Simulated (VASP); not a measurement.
# WSe2 in VASP: relaxation of the atoms with LDA

Aim: the relaxation of the atoms of WSe2 with LDA.

Everything below comes from runs of VASP 6.6.1. Logs are shortened: lines on timing, memory, paths and dates and some standing lists are left out, and cuts for length are marked.

## (1) The cell of the first run

The cell holds a sheet with vacuum, 6 atoms: a = 3.298 Å, b = 3.298 Å, c = 30.000 Å, α = 90.00°, β = 90.00°, γ = 120.00°.

## (2) Relaxation of the atoms, LDA

Contents of INCAR:

```
SYSTEM = WSe2
ALGO = Normal
DIPOL = 0.5 0.5 0.500
EDIFF = 1E-7
EDIFFG = -0.003
ENCUT = 520
IBRION = 2
IDIPOL = 3
ISIF = 2
ISMEAR = 0
KPAR = 2
LASPH = .True.
LCHARG = .False.
LDIPOL = .True.
LREAL = .False.
LWAVE = .False.
NELM = 100
NSW = 80
PREC = Accurate
SIGMA = 0.01
```

Contents of KPOINTS:

```
k-points
0
Gamma
  12 12 1
  0 0 0
```

Contents of POSCAR:

```
WSe2
1.0
    3.2984100000      0.0000000000      0.0000000000
   -1.6492050000      2.8565068521      0.0000000000
    0.0000000000      0.0000000000     30.0000000000
W Se
2 4
Direct
    0.3333333333      0.6666666667      0.6081666667
    0.6666666667      0.3333333333      0.3918333333
    0.6666666667      0.3333333333      0.6639000000
    0.6666666667      0.3333333333      0.5524333333
    0.3333333333      0.6666666667      0.4475666667
    0.3333333333      0.6666666667      0.3361000000
```

Potentials or basis: VASP PAW LDA potentials, release 64 (W_sv, Se).

Run with:

```bash
$ cat potpaw_LDA.64/W_sv/POTCAR potpaw_LDA.64/Se/POTCAR > POTCAR
$ mpirun -np 2 vasp_std > vasp.out
```

OUTCAR:

```text
SYSTEM = WSe2
   EDIFF = 1E-7
   EDIFFG = -0.003
   ENCUT = 520
   IBRION = 2
   ISIF = 2
   ISMEAR = 0
   LASPH = .True.
   LREAL = .False.
   NELM = 100
   NSW = 80
   PREC = Accurate

 ion  position               nearest neighbor table
   1  0.333  0.667  0.608-   3 2.53   3 2.53   3 2.53   4 2.53   4 2.53   4 2.53
   2  0.667  0.333  0.392-   6 2.53   6 2.53   6 2.53   5 2.53   5 2.53   5 2.53
   3  0.667  0.333  0.664-   1 2.53   1 2.53   1 2.53
   4  0.667  0.333  0.552-   1 2.53   1 2.53   1 2.53
   5  0.333  0.667  0.448-   2 2.53   2 2.53   2 2.53
   6  0.333  0.667  0.336-   2 2.53   2 2.53   2 2.53

  LATTYP: Found a hexagonal cell.
 ALAT       =     3.2984100000
 C/A-ratio  =     9.0952913677

  Lattice vectors:

 A1 = (   3.2984100000,   0.0000000000,   0.0000000000)
 A2 = (  -1.6492050000,   2.8565068521,   0.0000000000)
 A3 = (   0.0000000000,   0.0000000000,  30.0000000000)

Analysis of symmetry for initial positions (statically):
=====================================================================
 Subroutine PRICEL returns:
 Original cell was already a primitive cell.

 Routine SETGRP: Setting up the symmetry group for a
 hexagonal supercell.

 Subroutine GETGRP returns: Found 12 space group operations
 (whereof 12 operations were pure point group operations)
 out of a pool of 24 trial point group operations.

The static configuration has the point symmetry D_3d.

Analysis of symmetry for dynamics (positions and initial velocities):
=====================================================================
 Subroutine PRICEL returns:
 Original cell was already a primitive cell.

 Routine SETGRP: Setting up the symmetry group for a
 hexagonal supercell.

 Subroutine GETGRP returns: Found 12 space group operations
 (whereof 12 operations were pure point group operations)
 out of a pool of 24 trial point group operations.

The dynamic configuration has the point symmetry D_3d.

 Subroutine INISYM returns: Found 12 space group operations
 (whereof 12 operations are pure point group operations),
 and found     1 'primitive' translations

----------------------------------------------------------------------------------------

                                     Primitive cell

  volume of cell :     282.6579

  direct lattice vectors                    reciprocal lattice vectors
     3.298410000  0.000000000  0.000000000     0.303176379  0.175038964  0.000000000
    -1.649205000  2.856506852  0.000000000     0.000000000  0.350077928  0.000000000
     0.000000000  0.000000000 30.000000000     0.000000000  0.000000000  0.033333333

  length of vectors
     3.298410000  3.298410000 30.000000000     0.350077928  0.350077928  0.033333333

  position of ions in fractional coordinates (direct lattice)
     0.333333333  0.666666667  0.608166667
     0.666666667  0.333333333  0.391833333
     0.666666667  0.333333333  0.663900000
     0.666666667  0.333333333  0.552433333
     0.333333333  0.666666667  0.447566667
     0.333333333  0.666666667  0.336100000

  ion indices of the primitive-cell ions
   primitive index   ion index
                 1           1
                 2           2
                 3           3
                 4           4
                 5           5
                 6           6

----------------------------------------------------------------------------------------

 KPOINTS: k-points

Automatic generation of k-mesh.
 Grid dimensions read from file:
 generate k-points for:   12   12    1

 Generating k-lattice:

  Cartesian coordinates                     Fractional coordinates (reciprocal lattice)
     0.025264698  0.014586580  0.000000000     0.083333333  0.000000000  0.000000000
     0.000000000  0.029173161  0.000000000     0.000000000  0.083333333  0.000000000
     0.000000000  0.000000000  0.033333333     0.000000000  0.000000000  1.000000000

  Length of vectors
     0.029173161  0.029173161  0.033333333

  Shift w.r.t. Gamma in fractional coordinates (k-lattice)
     0.000000000  0.000000000  0.000000000

 Subroutine IBZKPT returns following result:
 ===========================================

 Found     19 irreducible k-points:

 Following reciprocal coordinates:
            Coordinates               Weight
  0.000000  0.000000  0.000000      1.000000
  0.083333  0.000000  0.000000      6.000000
  0.166667  0.000000  0.000000      6.000000
  0.250000  0.000000  0.000000      6.000000
  0.333333  0.000000  0.000000      6.000000
  0.416667  0.000000  0.000000      6.000000
[... 11 lines left out ...]
  0.333333  0.250000  0.000000     12.000000
  0.333333  0.333333  0.000000      2.000000
   k-points           NKPTS =     19   k-points in BZ     NKDIM =     19   number of bands    NBANDS=     31
   number of dos      NEDOS =    301   number of ions     NIONS =      6
   total plane-waves  NPLWV = 175616
   dimension x,y,z NGX =    28 NGY =   28 NGZ =  224
   dimension x,y,z NGXF=    56 NGYF=   56 NGZF=  448
   ions per type =               2   4
   NGX,Y,Z   is equivalent  to a cutoff of  14.11, 14.11, 12.41 a.u.
   NGXF,Y,Z  is equivalent  to a cutoff of  28.23, 28.23, 24.83 a.u.
 SYSTEM =  WSe2
   PREC   = accura    normal or accurate (medium, high low for compatibility)
   ISTART =      0    job   : 0-new  1-cont  2-samecut
   ICHARG =      2    charge: 1-file 2-atom 10-const
   ISPIN  =      1    spin polarized calculation?
   LNONCOLLINEAR =      F non collinear calculations
   LSORBIT =      F    spin-orbit coupling
   LASPH  =      T    aspherical Exc in radial PAW
   ENCUT  =  520.0 eV  38.22 Ry    6.18 a.u.   6.13  6.13 55.78*2*pi/ulx,y,z
   NELM   =    100;   NELMIN=  2; NELMDL= -5     # of ELM steps
   EDIFF  = 0.1E-06   stopping-criterion for ELM
   LREAL  =      F    real-space projection
   EDIFFG = -.3E-02   stopping-criterion for IOM
   NSW    =     80    number of steps for IOM
   IBRION =      2    ionic relax: 0-MD 1-quasi-New 2-CG
   NFREE  =      1    steps in history (QN), initial steepest desc. (CG)
   ISIF   =      2    stress and relaxation
   ISYM   =      2    0-nonsym 1-usesym 2-fastsym
   POTIM  = 0.5000    time-step for ionic-motion
   TEBEG  =    0.0;   TEEND  =   0.0 temperature during run
   PSTRESS=    0.0 pullay stress
   NELECT =      52.0000    total number of electrons
   NUPDOWN=      -1.0000    fix difference up-down
   EMIN   =  10.00;   EMAX   =-10.00  energy-range for DOS
   EFERMI =   0.00;   METHOD = LEGACY
   ISMEAR =     0;   SIGMA  =   0.01  broadening in eV -4-tet -1-fermi 0-gaus
   EFERMI_NEDOS =   21; number of points for ismear=-14 and -15
   IALGO  =     38    algorithm
   IMIX   =      4    mixing-type and parameters
     AMIX     =   0.40;   BMIX     =  1.00
     AMIX_MAG =   1.60;   BMIX_MAG =  1.00
  volume/ion in A,a.u.               =      47.11       317.91
  Fermi-wavevector in a.u.,A,eV,Ry     =   0.931084  1.759494 11.795129  0.866918
  Thomas-Fermi vector in A             =   2.057540
   LORBIT       =      0    0 simple, 1 ext, 2 COOP (PROOUT), +10 PAW based schemes
   GGA     = CA    functional components
   LHFCALC =     F    Hartree Fock is set to
   AEXX    =    0.0000 exact exchange contribution
   IVDW    =     0    specifies the selected vdW correction
   LEPSILON=     F    determine dielectric tensor
   LRPA    =     F    only Hartree local field effects (RPA)
 conjugate gradient relaxation of ions
 non-spin polarized calculation
 Gauss-broadening in eV      SIGMA  =   0.01
  energy-cutoff  :      520.00
  volume of cell :      282.66
 maximum number of plane-waves:      7674
 NGX is ok and might be reduce to    28
   NGX = 13   NGY = 13   NGZ =111

--------------------------------------- Ionic step        1  -------------------------------------------

 number of electron      52.0000005 magnetization

 Free energy of the ion-electron system (eV)
  ---------------------------------------------------
  ext. energy  EPLUGINS =         0.00000000
  ---------------------------------------------------
  free energy    TOTEN  =       -48.32438429 eV

  energy without entropy =      -48.32438429  energy(sigma->0) =      -48.32438429

------------------------ aborting loop because EDIFF is reached ----------------------------------------

  FORCE on cell =-STRESS in cart. coord.  units (eV):
  Direction    XX          YY          ZZ          XY          YZ          ZX
  --------------------------------------------------------------------------------------
  -------------------------------------------------------------------------------------
  Total       -3.2983465     -3.2983465     -2.5027751      0.0000000      0.0000000     -0.0000000
  in kB      -18.6958707    -18.6958707    -14.1863689      0.0000000      0.0000000     -0.0000000
  external PRESSURE =     -17.1927034 kB  Pullay stress =       0.0000000 kB
[... 101 lines left out ...]
  FREE ENERGIE OF THE ION-ELECTRON SYSTEM (eV)
  ---------------------------------------------------
  free  energy   TOTEN  =       -48.3368631386 eV

  energy  without entropy=      -48.3368631386  energy(sigma->0) =      -48.33686314

 dipolmoment           0.000000      0.000000      0.000000 electrons x Angstroem

[... ionic steps 4 to 13 ...]

--------------------------------------- Ionic step       14  -------------------------------------------

 number of electron      51.9999999 magnetization

------------------------ aborting loop because EDIFF is reached ----------------------------------------
[... 75 lines left out ...]
--------------------------------------- Ionic step       16  -------------------------------------------

 number of electron      51.9999999 magnetization

 dipolmoment           0.000000      0.000000     -0.000000 electrons x Angstroem

 Free energy of the ion-electron system (eV)
  ---------------------------------------------------
  ext. energy  EPLUGINS =         0.00000000
  ---------------------------------------------------
  free energy    TOTEN  =       -48.34023508 eV

  energy without entropy =      -48.34023508  energy(sigma->0) =      -48.34023508

 E-fermi :  -0.1378     XC(G=0):  -5.0688

 val. band max:       -0.2604927061   @ k =   0.0000   0.0000   0.0000
 cond. band min:       0.9581018078   @ k =   0.1667   0.1667   0.0000
 fundamental gap:      1.2185945139
 Fermi energy:        -0.1377970660

 k-point     1 :       0.0000    0.0000    0.0000
  band No.  band energies     occupation
      1     -74.0912      2.00000
      2     -74.0911      2.00000
      3     -38.6012      2.00000
      4     -38.6012      2.00000
      5     -38.4760      2.00000
      6     -38.4760      2.00000
[... 635 lines left out ...]
     30       2.6612      0.00000
     31       2.9700      0.00000

------------------------ aborting loop because EDIFF is reached ----------------------------------------

 vacuum level on the upper side and lower side of the slab       (xc-potential included)        -0.066        -0.066

  FORCE on cell =-STRESS in cart. coord.  units (eV):
  Direction    XX          YY          ZZ          XY          YZ          ZX
  --------------------------------------------------------------------------------------
  -------------------------------------------------------------------------------------
  Total       -2.4208524     -2.4208524     -0.0274644      0.0000000      0.0000000      0.0000000
  in kB      -13.7220102    -13.7220102     -0.1556752      0.0000000      0.0000000      0.0000000
  external PRESSURE =      -9.1998986 kB  Pullay stress =       0.0000000 kB
[... 21 lines left out ...]
  FREE ENERGIE OF THE ION-ELECTRON SYSTEM (eV)
  ---------------------------------------------------
  free  energy   TOTEN  =       -48.3402350831 eV

  energy  without entropy=      -48.3402350831  energy(sigma->0) =      -48.34023508

 reached required accuracy - stopping structural energy minimisation

 vacuum level on the upper side and lower side of the slab         4.813         4.813
```

Wall time 35 min (2 MPI ranks of Intel Xeon Platinum 8259CL at 2.50GHz (Skylake/Cascade Lake), shared host); peak memory 0.42 GiB.

Results:

| Property | Result |
| --- | --- |
| Free energy | -48.3402 eV |
| Energy gained by relaxing | 2.6 meV/atom |
| Ionic steps | 16 |
| Band gap on the k mesh | 1.22 eV (least direct gap 1.50 eV) |

Step by step:
```tsv
step	energy change (eV)	largest force (eV/Å)	pressure (GPa)
1	0.0000	0.3734	-1.72
2	-0.0123	0.0806	-1.11
3	-0.0125	0.0984	-1.02
4	-0.0125	0.0757	-0.97
5	-0.0128	0.0202	-1.00
6	-0.0128	0.0199	-1.00
7	-0.0130	0.0198	-0.99
8	-0.0134	0.0193	-0.99
9	-0.0141	0.0184	-0.97
10	-0.0152	0.0152	-0.94
11	-0.0158	0.0224	-0.87
12	-0.0158	0.0171	-0.89
13	-0.0095	0.3187	-1.24
14	-0.0158	0.0074	-0.91
15	-0.0148	0.1285	-1.06
16	-0.0159	0.0004	-0.92
```

Final structure:
```cif
data_structure
_symmetry_space_group_name_H-M 'P 1'
_symmetry_Int_Tables_number 1
_cell_length_a 3.2984
_cell_length_b 3.2984
_cell_length_c 30.0000
_cell_angle_alpha 90.000
_cell_angle_beta 90.000
_cell_angle_gamma 120.000
_cell_volume 282.66
loop_
_atom_site_label
_atom_site_type_symbol
_atom_site_fract_x
_atom_site_fract_y
_atom_site_fract_z
_atom_site_occupancy
W1 W 0.33333 0.66667 0.60614 1
W2 W 0.66667 0.33333 0.39386 1
Se1 Se 0.66667 0.33333 0.66116 1
Se2 Se 0.66667 0.33333 0.55099 1
Se3 Se 0.33333 0.66667 0.44901 1
Se4 Se 0.33333 0.66667 0.33884 1
```

Caveat: spin-orbit coupling is left out, which moves the levels of the heavy elements.
